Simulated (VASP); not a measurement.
Input of a VASP 6.6.1 run:

The input POSCAR:

```
CoSn3
1.0
    4.4894105036      0.0000000000      0.0000000000
    0.0000000000      4.4894105036      0.0000000000
    0.0000000000      0.0000000000      4.4894105036
Sn Co
3 1
Direct
    0.0000000000      0.5000000000      0.5000000000
    0.5000000000      0.0000000000      0.5000000000
    0.5000000000      0.5000000000      0.0000000000
    0.0000000000      0.0000000000      0.0000000000
```

The input INCAR.step1:

```
PREC     = Accurate       # precision mode
ENCUT    = 520            # plane-wave cutoff, eV
ISMEAR   = 0              # smearing method
SIGMA    = 0.1            # smearing width, eV
LREAL    = False          # projectors in reciprocal space
LASPH    = True           # aspherical terms in the spheres
NELM     = 150            # most SCF steps
ISPIN    = 2              # spin polarisation
MAGMOM   = 0 0 0 1.97     # initial moments
LMAXMIX  = 4              # l up to which the mixer works
NBANDS   = 38             # bands
GGA      = PE             # functional
ALGO     = Normal         # electronic algorithm
EDIFF    = 1E-4           # SCF threshold, eV
LWAVE    = True           # write WAVECAR
LCHARG   = False          # write CHGCAR
```

The input INCAR.step2:

```
PREC     = Accurate       # precision mode
ENCUT    = 520            # plane-wave cutoff, eV
EDIFF    = 1E-6           # SCF threshold, eV
ISMEAR   = 0              # smearing method
SIGMA    = 0.1            # smearing width, eV
LREAL    = False          # projectors in reciprocal space
LASPH    = True           # aspherical terms in the spheres
NELM     = 150            # most SCF steps
ALGO     = Normal         # electronic algorithm
ISIF     = 2              # what is computed and relaxed
LWAVE    = False          # write WAVECAR
LCHARG   = False          # write CHGCAR
ISPIN    = 2              # spin polarisation
MAGMOM   = 0 0 0 1.97     # initial moments
LORBIT   = 11             # projections on sites
LMAXMIX  = 4              # l up to which the mixer works
METAGGA  = R2SCAN         # meta-GGA
LMIXTAU  = True         
NBANDS   = 38             # bands
ISTART   = 1
```

KPOINTS

```
Automatic mesh
0
Gamma
  6 6 6
```

Potentials or basis: VASP PAW PBE potentials, release 64 (Sn_d, Co).

Launch:

```console
$ cat potpaw_PBE.64/Sn_d/POTCAR potpaw_PBE.64/Co/POTCAR > POTCAR
$ cp INCAR.step1 INCAR
$ mpirun -np 1 vasp_std > vasp.out
$ cp INCAR.step2 INCAR
$ mpirun -np 1 vasp_std > vasp.out
```

Task: Estimate the net moment.

Result: 1.99 μB per cell.

Task: What does it give for the site moments?

Result: Sn -0.00; Co +2.04 μB.

Task: Predict the pressure.

Result: 0.2 GPa.

Caveat: the PAW data sets were made with another functional, which shifts forces and pressure a little.
